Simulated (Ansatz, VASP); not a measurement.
# SiC in VASP and in Ansatz

Contents of POSCAR:

```
SiC
1.0
    3.0755278798      0.0000000000      0.0000000000
   -1.5377639399      2.6634852739      0.0000000000
    0.0000000000      0.0000000000      5.0473895487
Si C
2 2
Direct
    0.3333333333      0.6666666667      0.0045711878
    0.6666666667      0.3333333333      0.5045711878
    0.3333333333      0.6666666667      0.3804288122
    0.6666666667      0.3333333333      0.8804288122
```

The input INCAR.step1:

```
SYSTEM = SiC
PREC = Accurate
ENCUT = 520
ISMEAR = 0
SIGMA = 0.05
LREAL = .False.
LASPH = .True.
NELM = 100
NBANDS = 16
GGA = PE
ALGO = Normal
EDIFF = 1E-4
LWAVE = .True.
LCHARG = .False.
```

Contents of INCAR.step2:

```
SYSTEM = SiC
PREC = Accurate
ENCUT = 520
EDIFF = 1E-7
ISMEAR = 0
SIGMA = 0.05
LREAL = .False.
LASPH = .True.
NELM = 100
ALGO = Normal
ISIF = 2
LWAVE = .False.
LCHARG = .True.
METAGGA = R2SCAN
LMIXTAU = .True.
LELF = .True.
LVHAR = .True.
NBANDS = 16
ISTART = 1
```

Contents of KPOINTS:

```
regular mesh
0
Gamma
  8 8 6
  0 0 0
```

Input for Ansatz:

```yaml
crystal:
  lattice:
    - [3.075527879769, 0.0, 0.0]
    - [-1.537763939884, 2.663485273927, 0.0]
    - [0.0, 0.0, 5.0473895487]
  atoms:
    - { symbol: Si, position: [0.3333333333333, 0.6666666666667, 0.0045711878] }
    - { symbol: Si, position: [0.6666666666667, 0.3333333333333, 0.5045711878] }
    - { symbol: C, position: [0.3333333333333, 0.6666666666667, 0.3804288122] }
    - { symbol: C, position: [0.6666666666667, 0.3333333333333, 0.8804288122] }
basis:
  ecutwfc: 500
  ecutrho_ratio: 4
kpoints:
  mp_grid: { grid: [8, 8, 6] }
hamiltonian:
  xc: r2scan
scf:
  occupations: { method: gaussian, width: 0.05 }
  lower_state_search: light
output:
  forces: true
  stress: true
  write_density: true
  write_potential: true
  elf: true
  volumetric_format: npy
accuracy: medium
```

Alike in both runs: task single point; functional r2SCAN; k mesh 8 × 8 × 6; occupations gaussian, width 0.05 eV; no spin polarisation.

|  | VASP | Ansatz |
| --- | --- | --- |
| version | VASP 6.6.1 | Ansatz 0.2.0 |
| potentials or method | VASP PAW PBE potentials, release 64 (Si, C), cutoff 520 eV | scalar-relativistic, plane waves, PAW |
| valence electrons in the cell | 16 | 16 |

Ansatz gave:

| Quantity | Value |
| --- | --- |
| gap on the k mesh at the Fermi level (eV) | 2.91 |
| pressure (GPa) | 0.0 |
| traceless stress, the component that is largest in VASP (GPa) | 0.06 |

Question: Which values does VASP return?

Answer: gap on the k mesh at the Fermi level (eV): 2.92; pressure (GPa): -0.2; traceless stress, the component that is largest in VASP (GPa): 0.07.

VASP's potentials were made for PBE, not for r2SCAN.
